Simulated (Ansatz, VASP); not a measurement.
Given: the input of a run of VASP 6.6.1 on BN.

File INCAR:

```
SYSTEM = BN
  PREC = Accurate
  ENCUT = 520
  EDIFF = 1E-6
  ISMEAR = -1
  SIGMA = 0.05
  LREAL = .FALSE.
  LASPH = .TRUE.
  NELM = 100
  ALGO = Normal
  ISIF = 2
  LWAVE = .FALSE.
  LCHARG = .FALSE.
  GGA = PS
  NBANDS = 11
```

Contents of KPOINTS:

```
Automatic mesh
0
G
  13 13 13
  0 0 0
```

The input POSCAR:

```
BN
1.0
    0.0000000000      3.5413121025      2.1945957093
    1.2681028322      0.0000000000      2.1945957093
    1.2681028322      3.5413121025      0.0000000000
N B
1 1
Direct
    0.6666513400      0.6666513400      0.3333486600
    0.0000486500      0.0000486500      0.9999513500
```

Potentials or basis: VASP PAW PBE potentials, release 64 (N, B).

Command:

```bash
$ cat potpaw_PBE.64/N/POTCAR potpaw_PBE.64/B/POTCAR > POTCAR
$ mpirun -np 1 vasp_std > vasp.out
```

Task: Translate it to Ansatz 0.2.0. Potentials there: Ansatz PAW.

Result: As run (the cutoff follows the program's own potentials):

File input.yaml:

```yaml
crystal:
  lattice:
    - [0.0, 3.5413121025, 2.1945957093]
    - [1.2681028322, 0.0, 2.1945957093]
    - [1.2681028322, 3.5413121025, 0.0]
  atoms:
    - { symbol: "N", position: [0.66665134, 0.66665134, 0.33334866] }
    - { symbol: B, position: [4.865e-05, 4.865e-05, 0.99995135] }
hamiltonian:
  xc: pbesol
  pseudopotentials: { kind: paw }
kpoints:
  mp_grid: { grid: [13, 13, 13] }
scf:
  occupations: { method: fermi_dirac, width: 0.05 }
output:
  forces: true
  stress: true
  eigenvalues: true
```

Potentials or basis: Ansatz PAW.

The run is started by

```console
$ ansatz run input.yaml --threads 2 --pin off --max-ram 5632MiB --backend cpu --events-out ev --progress --plain --runs-dir out
```

Both were run:

|  | VASP | Ansatz | Ansatz less VASP |
| --- | --- | --- | --- |
| gap on the k mesh at the Fermi level (eV) | 3.77 | 3.78 | +0.009 |
| least direct gap on the mesh (eV) | 4.50 | 4.50 | +0.006 |
| pressure (GPa) | -7.7 | -7.9 | -0.26 |
| traceless stress, the component that is largest in VASP (GPa) | 7.59 | 7.98 | +0.394 |
| rms of the force components (eV/Å) | 0.005 | 0.005 | -0.0001 |

VASP's potentials were made for PBE, not for PBEsol. Atom by atom the forces differ by 0.000 eV/Å (rms over components).

Noted on Ansatz's run: odd divisions of the mesh miss points on the zone boundary, where band edges often lie, so the gap on the mesh can be too wide.
